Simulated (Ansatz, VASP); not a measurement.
## GdN in VASP and in Ansatz

```
Gd N
1.0
     3.38678    0.00000    0.00000
    -1.69339    2.93304    0.00000
     0.00000    0.00000    3.01851
Gd N
1 1
Direct
  0.00000 0.00000 0.00000
  0.66667 0.33333 0.50000
```

Change from the starting cell: strain e3 = -0.02, atoms carried along.

Alike in both runs: task single point; functional r2SCAN; k mesh 12 × 12 × 12; occupations gaussian, width 0.05 eV; collinear spin.

```csv
,VASP,Ansatz
version,VASP 6.6.1,Ansatz 0.2.0
potentials or method,"VASP PAW PBE potentials, release 64 (Gd, N), cutoff 520 eV","scalar-relativistic, plane waves, PAW"
valence electrons in the cell,23,23
```

```tsv
	VASP	Ansatz	Ansatz less VASP
gap on the k mesh at the Fermi level (eV)	0.01	0.02	+0.009
least direct gap on the mesh (eV)	0.01	0.02	+0.009
pressure (GPa)	3.3	3.4	+0.05
traceless stress, the component that is largest in VASP (GPa)	6.07	5.94	-0.124
net moment per atom (μB)	3.50	3.50	0.000
size of the moment on the site where the two differ most (μB)	6.79	6.92	+0.130
```

VASP's potentials were made for PBE, not for r2SCAN. Site moments also hang on the region over which each program counts them. The functional is the same, so the differences come from potentials, cutoffs and numerics. Ansatz's warnings: stability check not made.

Neither program's run includes spin-orbit coupling.
